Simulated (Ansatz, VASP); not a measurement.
Two plane-wave programs on C

```xyz
2
Lattice="0.0000 1.8480 1.9191 1.8480 0.0000 1.9191 1.8480 1.8480 0.0000" Properties=species:S:1:pos:R:3 pbc="T T T"
C     1.8480    1.8480    1.9191
C     2.7720    2.7720    2.8786
```

Change from the starting cell: strain +0.040 along x and y, +0.080 along z, atoms carried along.

Alike in both runs: task single point; functional PBEsol; k mesh 12 × 12 × 12; occupations gaussian, width 0.05 eV; no spin polarisation.

|  | VASP | Ansatz |
| --- | --- | --- |
| version | VASP 6.6.1 | Ansatz 0.2.0 |
| potentials or method | VASP PAW PBE potentials, release 64 (C), cutoff 520 eV | scalar-relativistic, plane waves, PAW |
| valence electrons in the cell | 8 | 8 |

```tsv
	VASP	Ansatz	Ansatz less VASP
gap on the k mesh at the Fermi level (eV)	3.28	3.29	+0.006
least direct gap on the mesh (eV)	4.84	4.84	+0.005
pressure (GPa)	-51.8	-52.2	-0.47
traceless stress, the component that is largest in VASP (GPa)	-20.39	-20.40	-0.007
```

VASP's potentials were made for PBE, not for PBEsol. Both programs put the cell under strong tension, so it lies far from rest at this level. The functional is the same, so the differences come from potentials, cutoffs and numerics.

Noted on VASP's run: the cell as given lies far from equilibrium.
